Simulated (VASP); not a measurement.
# Ga (I4/mmm) in VASP: settings compared

Ga is run at these levels: revpbe exchange, lda correlation, b88 exchange, pbe correlation; tasks: single point.

Program: VASP 6.6.1. These are calculated values, not measurements. Logs are shortened: lines on timing, memory, paths and dates and some standing lists are left out, and cuts for length are marked.

### Step 1. The cell of the first run

Symmetry: I4/mmm, No. 139, tetragonal system. The conventional cell has a = 2.769 Å, b = 2.769 Å, c = 4.622 Å, α = 90.00°, β = 90.00°, γ = 90.00°. Ga (site symmetry 4/mmm) has 12 Ga at 2.77 to 3.03 Å within 3.6 Å.

### Step 2. Single point, revpbe exchange, lda correlation, collinear spin (17.72 Å³/atom)

File INCAR:

```
PREC     = Accurate       # precision mode
ENCUT    = 500            # plane-wave cutoff, eV
EDIFF    = 1E-6           # SCF threshold, eV
ISMEAR   = 0              # smearing method
SIGMA    = 0.1            # smearing width, eV
LREAL    = F              # projectors in reciprocal space
LASPH    = T              # aspherical terms in the spheres
NELM     = 200            # most SCF steps
ALGO     = Normal         # electronic algorithm
ISIF     = 2              # what is computed and relaxed
LWAVE    = F              # write WAVECAR
LCHARG   = T              # write CHGCAR
ISPIN    = 2              # spin polarisation
MAGMOM   = 0.5            # initial moments
LORBIT   = 11             # projections on sites
GGA      = LIBXC          # functional
LIBXC1   = GGA_X_PBE_R  
LIBXC2   = LDA_C_PW     
LELF     = T              # ELF
LVHAR    = T            
NBANDS   = 16             # bands
GGA_COMPAT= F
```

File KPOINTS:

```
regular mesh
0
Gamma
  13 13 13
```

File POSCAR:

```
Ga
1.0
   -1.3843987196      1.3843987196      2.3112238365
    1.3843987196     -1.3843987196      2.3112238365
    1.3843987196      1.3843987196     -2.3112238365
Ga
1
Direct
    0.0000000000      0.0000000000      0.0000000000
```

Potentials or basis: VASP PAW PBE potentials, release 64 (Ga_d).

Started as:

```
$ cat potpaw_PBE.64/Ga_d/POTCAR > POTCAR
$ mpirun -np 1 vasp_std > vasp.out
```

OUTCAR:

```text
PREC = Accurate
   ENCUT = 500
   EDIFF = 1E-6
   ISMEAR = 0
   LREAL = F
   LASPH = T
   NELM = 200
   ISIF = 2
   ISPIN = 2
   LORBIT = 11
   GGA = LIBXC

 ion  position               nearest neighbor table
   1  0.000  0.000  0.000-

  LATTYP: Found a body centered tetragonal cell.
 ALAT       =     2.7687974392
 C/A-ratio  =     1.6694784557

  Lattice vectors:

 A1 = (  -1.3843987196,   1.3843987196,   2.3112238365)
 A2 = (   1.3843987196,  -1.3843987196,   2.3112238365)
 A3 = (   1.3843987196,   1.3843987196,  -2.3112238365)

Analysis of symmetry for initial positions (statically):
=====================================================================
 Subroutine PRICEL returns:
 Original cell was already a primitive cell.

 Routine SETGRP: Setting up the symmetry group for a
 body centered tetragonal supercell.

 Subroutine GETGRP returns: Found 16 space group operations
 (whereof 16 operations were pure point group operations)
 out of a pool of 16 trial point group operations.

The static configuration has the point symmetry D_4h.

Analysis of symmetry for dynamics (positions and initial velocities):
=====================================================================
 Subroutine PRICEL returns:
 Original cell was already a primitive cell.

 Routine SETGRP: Setting up the symmetry group for a
 body centered tetragonal supercell.

 Subroutine GETGRP returns: Found 16 space group operations
 (whereof 16 operations were pure point group operations)
 out of a pool of 16 trial point group operations.

The dynamic configuration has the point symmetry D_4h.

Analysis of structural, dynamic, and magnetic symmetry:
=====================================================================
 Subroutine PRICEL returns:
 Original cell was already a primitive cell.

 Routine SETGRP: Setting up the symmetry group for a
 body centered tetragonal supercell.

 Subroutine GETGRP returns: Found 16 space group operations
 (whereof 16 operations were pure point group operations)
 out of a pool of 16 trial point group operations.

The overall configuration has the point symmetry D_4h.

 Subroutine INISYM returns: Found 16 space group operations
 (whereof 16 operations are pure point group operations),
 and found     1 'primitive' translations

----------------------------------------------------------------------------------------

                                     Primitive cell

  volume of cell :      17.7184

  direct lattice vectors                    reciprocal lattice vectors
    -1.384398720  1.384398720  2.311223836     0.000000000  0.361167627  0.216335602
     1.384398720 -1.384398720  2.311223836     0.361167627  0.000000000  0.216335602
     1.384398720  1.384398720 -2.311223836     0.361167627  0.361167627  0.000000000

  length of vectors
     3.029005654  3.029005654  3.029005654     0.421002550  0.421002550  0.510768156

  position of ions in fractional coordinates (direct lattice)
     0.000000000  0.000000000  0.000000000

  ion indices of the primitive-cell ions
   primitive index   ion index
                 1           1

----------------------------------------------------------------------------------------

 KPOINTS: regular mesh

Automatic generation of k-mesh.
 Grid dimensions read from file:
 generate k-points for:   13   13   13

 Generating k-lattice:

  Cartesian coordinates                     Fractional coordinates (reciprocal lattice)
     0.000000000  0.027782125  0.016641200     0.076923077  0.000000000  0.000000000
     0.027782125  0.000000000  0.016641200     0.000000000  0.076923077  0.000000000
     0.027782125  0.027782125  0.000000000     0.000000000  0.000000000  0.076923077

  Length of vectors
     0.032384812  0.032384812  0.039289858

  Shift w.r.t. Gamma in fractional coordinates (k-lattice)
     0.000000000  0.000000000  0.000000000

 Subroutine IBZKPT returns following result:
 ===========================================

 Found    196 irreducible k-points:

 Following reciprocal coordinates:
            Coordinates               Weight
  0.000000  0.000000  0.000000      1.000000
  0.076923 -0.000000  0.000000      8.000000
  0.153846 -0.000000  0.000000      8.000000
  0.230769  0.000000  0.000000      8.000000
  0.307692 -0.000000  0.000000      8.000000
  0.384615  0.000000 -0.000000      8.000000
[... 16 lines left out ...]
  0.384615  0.153846  0.000000     16.000000
  0.461538  0.153846 -0.000000     16.000000
 [... further k-points ...]
   k-points           NKPTS =    196   k-points in BZ     NKDIM =    196   number of bands    NBANDS=     16
   number of dos      NEDOS =    301   number of ions     NIONS =      1
   total plane-waves  NPLWV =  13824
   dimension x,y,z NGX =    24 NGY =   24 NGZ =   24
   dimension x,y,z NGXF=    48 NGYF=   48 NGZF=   48
   ions per type =               1
   NGX,Y,Z   is equivalent  to a cutoff of  13.17, 13.17, 13.17 a.u.
   NGXF,Y,Z  is equivalent  to a cutoff of  26.34, 26.34, 26.34 a.u.
 SYSTEM =  unknown system
   PREC   = accura    normal or accurate (medium, high low for compatibility)
   ISTART =      0    job   : 0-new  1-cont  2-samecut
   ICHARG =      2    charge: 1-file 2-atom 10-const
   ISPIN  =      2    spin polarized calculation?
   LNONCOLLINEAR =      F non collinear calculations
   LSORBIT =      F    spin-orbit coupling
   LASPH  =      T    aspherical Exc in radial PAW
   ENCUT  =  500.0 eV  36.75 Ry    6.06 a.u.   5.52  5.52  5.52*2*pi/ulx,y,z
   NELM   =    200;   NELMIN=  2; NELMDL= -5     # of ELM steps
   EDIFF  = 0.1E-05   stopping-criterion for ELM
   LREAL  =      F    real-space projection
   EDIFFG = 0.1E-04   stopping-criterion for IOM
   NSW    =      0    number of steps for IOM
   IBRION =     -1    ionic relax: 0-MD 1-quasi-New 2-CG
   NFREE  =      0    steps in history (QN), initial steepest desc. (CG)
   ISIF   =      2    stress and relaxation
   ISYM   =      2    0-nonsym 1-usesym 2-fastsym
   POTIM  = 0.5000    time-step for ionic-motion
   TEBEG  =    0.0;   TEEND  =   0.0 temperature during run
   PSTRESS=    0.0 pullay stress
   NELECT =      13.0000    total number of electrons
   NUPDOWN=      -1.0000    fix difference up-down
   EMIN   =  10.00;   EMAX   =-10.00  energy-range for DOS
   EFERMI =   0.00;   METHOD = LEGACY
   ISMEAR =     0;   SIGMA  =   0.10  broadening in eV -4-tet -1-fermi 0-gaus
   EFERMI_NEDOS =   21; number of points for ismear=-14 and -15
   IALGO  =     38    algorithm
   IMIX   =      4    mixing-type and parameters
     AMIX     =   0.40;   BMIX     =  1.00
     AMIX_MAG =   1.60;   BMIX_MAG =  1.00
  volume/ion in A,a.u.               =      17.72       119.57
  Fermi-wavevector in a.u.,A,eV,Ry     =   1.476549  2.790273 29.663375  2.180197
  Thomas-Fermi vector in A             =   2.591062
   LORBIT       =     11    0 simple, 1 ext, 2 COOP (PROOUT), +10 PAW based schemes
   GGA     = LIBXC    functional components
   LHFCALC =     F    Hartree Fock is set to
   AEXX    =    0.0000 exact exchange contribution
   IVDW    =     0    specifies the selected vdW correction
   LEPSILON=     F    determine dielectric tensor
   LRPA    =     F    only Hartree local field effects (RPA)
 spin polarized calculation
 Gauss-broadening in eV      SIGMA  =   0.10
  energy-cutoff  :      500.00
  volume of cell :       17.72
 maximum number of plane-waves:       469
 NGX is ok and might be reduce to    24
   NGX = 11   NGY = 11   NGZ = 11

 number of electron      12.9999997 magnetization      -0.0000291

 number of electron      12.9999997 magnetization       0.0000030

 Free energy of the ion-electron system (eV)
  ---------------------------------------------------
  ext. energy  EPLUGINS =         0.00000000
  ---------------------------------------------------
  free energy    TOTEN  =        -1.43702319 eV

  energy without entropy =       -1.43491035  energy(sigma->0) =       -1.43596677

 E-fermi :   6.2699     XC(G=0): -11.0566

 val. band max:        6.2689968748   @ k =  -0.1538  -0.3846   0.0769
 cond. band min:       6.3016361339   @ k =   0.4615   0.3846   0.0000
 fundamental gap:      0.0326392591
 Fermi energy:         6.2699027595

 spin component 1

 k-point     1 :       0.0000    0.0000    0.0000
  band No.  band energies     occupation
      1      -9.1274      1.00000
      2      -8.9778      1.00000
      3      -8.9404      1.00000
      4      -8.9404      1.00000
      5      -8.7776      1.00000
      6      -5.1800      1.00000
[... 8 lines left out ...]
     15      25.3036      0.00000
     16      27.9852      0.00000
[... 419 lines left out ...]
 k-point    24 :       0.4615    0.1538   -0.0000
  band No.  band energies     occupation
      1      -9.0711      1.00000
      2      -9.0081      1.00000
      3      -8.9420      1.00000
      4      -8.8296      1.00000
      5      -8.7355      1.00000
      6       1.8364      1.00000
[... 8 lines left out ...]
     15      32.6277      0.00000
     16      38.9073      0.00000

 [... further k-points ...]

 spin component 2

 k-point     1 :       0.0000    0.0000    0.0000
  band No.  band energies     occupation
      1      -9.1274      1.00000
      2      -8.9779      1.00000
      3      -8.9405      1.00000
      4      -8.9405      1.00000
      5      -8.7777      1.00000
      6      -5.1800      1.00000
[... 8 lines left out ...]
     15      25.3036      0.00000
     16      27.9853      0.00000
[... 419 lines left out ...]
 k-point    24 :       0.4615    0.1538   -0.0000
  band No.  band energies     occupation
      1      -9.0712      1.00000
      2      -9.0082      1.00000
      3      -8.9420      1.00000
      4      -8.8297      1.00000
      5      -8.7355      1.00000
      6       1.8364      1.00000
[... 8 lines left out ...]
     15      32.6277      0.00000
     16      38.9073      0.00000

 [... further k-points ...]

------------------------ aborting loop because EDIFF is reached ----------------------------------------

  FORCE on cell =-STRESS in cart. coord.  units (eV):
  Direction    XX          YY          ZZ          XY          YZ          ZX
  --------------------------------------------------------------------------------------
  -------------------------------------------------------------------------------------
  Total        1.4931600      1.4931600      1.4812596      0.0000000      0.0000000      0.0000000
  in kB      135.0182741    135.0182741    133.9421891      0.0000000      0.0000000      0.0000000
  external PRESSURE =     134.6595791 kB  Pullay stress =       0.0000000 kB

 VOLUME and BASIS-vectors are now :
 -----------------------------------------------------------------------------
  energy-cutoff  :      500.00
  volume of cell :       17.72
      direct lattice vectors                 reciprocal lattice vectors
    -1.384398720  1.384398720  2.311223836     0.000000000  0.361167627  0.216335602
     1.384398720 -1.384398720  2.311223836     0.361167627  0.000000000  0.216335602
     1.384398720  1.384398720 -2.311223836     0.361167627  0.361167627  0.000000000

 POSITION                                       TOTAL-FORCE (eV/Angst)
 -----------------------------------------------------------------------------------
      0.00000      0.00000      0.00000        -0.000000     -0.000000     -0.000000
 -----------------------------------------------------------------------------------
    total drift:                               -0.000000      0.000000      0.000000

  FREE ENERGIE OF THE ION-ELECTRON SYSTEM (eV)
  ---------------------------------------------------
  free  energy   TOTEN  =        -1.4370231895 eV

  energy  without entropy=       -1.4349103503  energy(sigma->0) =       -1.43596677

 total charge

# of ion       s       p       d       tot
------------------------------------------
    1        1.049   0.592   9.967  11.608

 magnetization (x)

# of ion       s       p       d       tot
------------------------------------------
    1       -0.000  -0.000  -0.000  -0.000
```

Wall time 77 s (1 thread of AMD EPYC 9R45 (Zen 5), shared host); peak memory 0.17 GiB.

What came out:

| Item | Value |
| --- | --- |
| Free energy | -1.4370 eV |
| Pressure | 13.5 GPa |
| Net moment | 0.00 μB per cell |
| Valence electrons inside the program's atomic spheres | Ga 11.61 |

Levels at points of the mesh, in eV from the Fermi level:
Spin up:
| k point | band 2 | band 3 | band 4 | band 5 | band 6 | band 7 | band 8 | band 9 | band 10 | band 11 |
| --- | --- | --- | --- | --- | --- | --- | --- | --- | --- | --- |
| (0.00, 0.00, 0.00) | -15.25 | -15.21 | -15.21 | -15.05 | -11.45 | 12.47 | 12.86 | 12.86 | 16.43 | 16.92 |
Spin down:
```csv
k point,band 4,band 5,band 6,band 7,band 8,band 9
"(0.00, 0.00, 0.00)",-15.21,-15.05,-11.45,12.47,12.86,12.86
```

Caveat: the cell stands under pressure; the PAW data sets were made with another functional, which shifts forces and pressure a little.

### Step 3. Single point, b88 exchange, pbe correlation, collinear spin

File INCAR:

```
PREC = Accurate ; ENCUT = 500
EDIFF = 1E-6 ; ISMEAR = -1
SIGMA = 0.05 ; LREAL = False
LASPH = True ; NELM = 200
ALGO = Normal ; ISIF = 2
LWAVE = False ; LCHARG = False
ISPIN = 2 ; MAGMOM = 0.45
LORBIT = 11 ; GGA = LIBXC
LIBXC1 = GGA_X_B88 ; LIBXC2 = GGA_C_PBE
NBANDS = 16 ; GGA_COMPAT = False
```

File KPOINTS:

```
Automatic mesh
0
Gamma
  13 13 13
```

POSCAR is that of step 2.

Potentials or basis: VASP PAW PBE potentials, release 64 (Ga_d).

Started as:

```
$ cat potpaw_PBE.64/Ga_d/POTCAR > POTCAR
$ mpirun -np 1 vasp_std > vasp.out
```

It took 68 s on 1 thread of AMD EPYC 9R45 (Zen 5), shared host; peak memory 0.17 GiB.

Results (log left out):

```yaml
Free_energy: -2.7799 eV
Pressure: 3.6 GPa
Net_moment: 0.00 μB per cell
Valence_electrons_inside_the_program's_atomic_spheres: Ga 11.57
```

Stress tensor (GPa, compression positive):
```
3.73 0.00 0.00
0.00 3.73 0.00
0.00 0.00 3.45
```

Levels at points of the mesh, in eV from the Fermi level:
Spin up:
| k point | band 4 | band 5 | band 6 | band 7 | band 8 | band 9 |
| --- | --- | --- | --- | --- | --- | --- |
| (0.00, 0.00, 0.00) | -14.91 | -14.74 | -11.48 | 12.70 | 13.02 | 13.02 |
Spin down:
```csv
k point,band 2,band 3,band 4,band 5,band 6,band 7,band 8,band 9,band 10,band 11
"(0.00, 0.00, 0.00)",-14.94,-14.91,-14.91,-14.74,-11.48,12.70,13.02,13.02,16.42,16.70
```

Caveat: the cell stands under pressure; the PAW data sets were made with another functional, which shifts forces and pressure a little.

### Step 4. Single point, revpbe exchange, lda correlation, collinear spin (18.07 Å³/atom)

This run uses another cell than the first one, of 18.07 Å³/atom.

File INCAR:

```
SYSTEM = Ga
  PREC = Accurate
  ENCUT = 500
  EDIFF = 1E-6
  ISMEAR = 0
  SIGMA = 0.1
  LREAL = .False.
  LASPH = .True.
  NELM = 200
  ALGO = Normal
  ISIF = 2
  LWAVE = .False.
  LCHARG = .False.
  ISPIN = 2
  MAGMOM = 0.5
  LORBIT = 11
  GGA = LIBXC
  LIBXC1 = GGA_X_PBE_R
  LIBXC2 = LDA_C_PW
  NBANDS = 16
  GGA_COMPAT = .False.
```

File KPOINTS:

```
regular mesh
0
Gamma
  13 13 13
  0 0 0
```

File POSCAR:

```
Ga
1.0
   -1.3935671902      1.3935671902      2.3265304007
    1.3935671902     -1.3935671902      2.3265304007
    1.3935671902      1.3935671902     -2.3265304007
Ga
1
Direct
    0.0000000000      0.0000000000      0.0000000000
```

Started as:

```
$ cat potpaw_PBE.64/Ga_d/POTCAR > POTCAR
$ mpirun -np 1 vasp_std > vasp.out
```

Wall time 67 s (1 thread of AMD EPYC 9R45 (Zen 5), shared host); peak memory 0.17 GiB.

Results (log left out):

```yaml
Free_energy: -1.4653 eV
Pressure: 12.0 GPa
Net_moment: 0.00 μB per cell
Valence_electrons_inside_the_program's_atomic_spheres: Ga 11.60
```

Stress tensor (GPa, compression positive):
```
12.05  0.00  0.00
 0.00 12.05  0.00
 0.00  0.00 11.91
```

Levels at points of the mesh, in eV from the Fermi level:
Spin up:
```
           k point  band 3  band 4  band 5  band 6  band 7  band 8  band 9  band 10
(0.00, 0.00, 0.00)  -15.18  -15.18  -15.03  -11.29   12.23   12.64   12.64    16.24
```
Spin down:
| k point | band 2 | band 3 | band 4 | band 5 | band 6 | band 7 | band 8 | band 9 | band 10 | band 11 |
| --- | --- | --- | --- | --- | --- | --- | --- | --- | --- | --- |
| (0.00, 0.00, 0.00) | -15.22 | -15.18 | -15.18 | -15.03 | -11.29 | 12.23 | 12.64 | 12.64 | 16.24 | 16.82 |

Caveat: the cell stands under pressure; the PAW data sets were made with another functional, which shifts forces and pressure a little.

### Step 5. Summary

| level | cell | smearing | gap on the mesh (eV) | pressure (GPa) | moment (μB) |
| --- | --- | --- | --- | --- | --- |
| revpbe exchange, lda correlation | a = 3.029 Å, angles 125.6, 125.6, 80.5°, 1 atom | gaussian 0.1 eV | none | 13.5 | 0.00 |
| b88 exchange, pbe correlation | a = 3.029 Å, angles 125.6, 125.6, 80.5°, 1 atom | fermi-dirac 0.05 eV | none | 3.6 | 0.00 |
| revpbe exchange, lda correlation | a = 3.049 Å, angles 125.6, 125.6, 80.5°, 1 atom | gaussian 0.1 eV | none | 12.0 | 0.00 |

Alike in all rows: task single point; potentials or basis VASP PAW PBE potentials, release 64 (Ga_d); spin collinear; k mesh 13 × 13 × 13; cutoff (eV) 500.

Caveats: the cell stands under pressure; the PAW data sets were made with another functional, which shifts forces and pressure a little.

Total energies depend on the potentials used, so only differences within one code and one set of settings carry meaning.
